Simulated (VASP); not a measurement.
Write the native input for VASP 6.6.1 that does the following.

| Item | Value |
| --- | --- |
| Task | single point |
| Functional | PBEsol |
| Potentials or basis | VASP PAW PBE potentials, release 64 (Ni) |
| Cutoff | 520 eV |
| k mesh | 15 × 15 × 15 |
| Occupations | fermi-dirac, width 0.1 eV |
| Spin | collinear spin, ferromagnetic start |
| Starting moments | [0.96] μB |
| Fixed moment | 0.96 μB |
| Dipole correction | no |
| Further INCAR settings | ALGO = Normal; EDIFF = 1e-06; NBANDS = 15 |

The structure of Ni lies in POSCAR:

```
Ni
1.0
    0.0000000000      1.7716500000      1.7716500000
    1.7716500000      0.0000000000      1.7716500000
    1.7716500000      1.7716500000      0.0000000000
Ni
1
Direct
    0.0000000000      0.0000000000      0.0000000000
```

These files were run (other wordings do the same):

INCAR

```
SYSTEM = Ni
ALGO = Normal
EDIFF = 1E-6
ENCUT = 520
GGA = PS
ISIF = 2
ISMEAR = -1
ISPIN = 2
LASPH = .TRUE.
LCHARG = .FALSE.
LMAXMIX = 4
LORBIT = 11
LREAL = .FALSE.
LWAVE = .FALSE.
MAGMOM = 0.96
NBANDS = 15
NELM = 150
NUPDOWN = 0.96
PREC = Accurate
SIGMA = 0.1
```

KPOINTS

```
k-points
0
G
  15 15 15
  0 0 0
```

Potentials or basis: VASP PAW PBE potentials, release 64 (Ni).

Launch:

```sh
$ cat potpaw_PBE.64/Ni/POTCAR > POTCAR
$ mpirun -np 1 vasp_std > vasp.out
```

Results of the run:

The pressure is -10.2 GPa, the net moment is 0.96 μB per cell and the site moments are Ni +0.95 μB. The valence electrons inside the program's atomic spheres are Ni 9.26.

Caveat: the PAW data sets were made with another functional, which shifts forces and pressure a little; the total moment is fixed, so each spin has its own Fermi level.

Run time: 32 s on 1 thread of Intel(R) Xeon(R) Platinum 8375C CPU @ 2.90GHz (Ice Lake), on a shared host, peak memory 0.15 GiB.
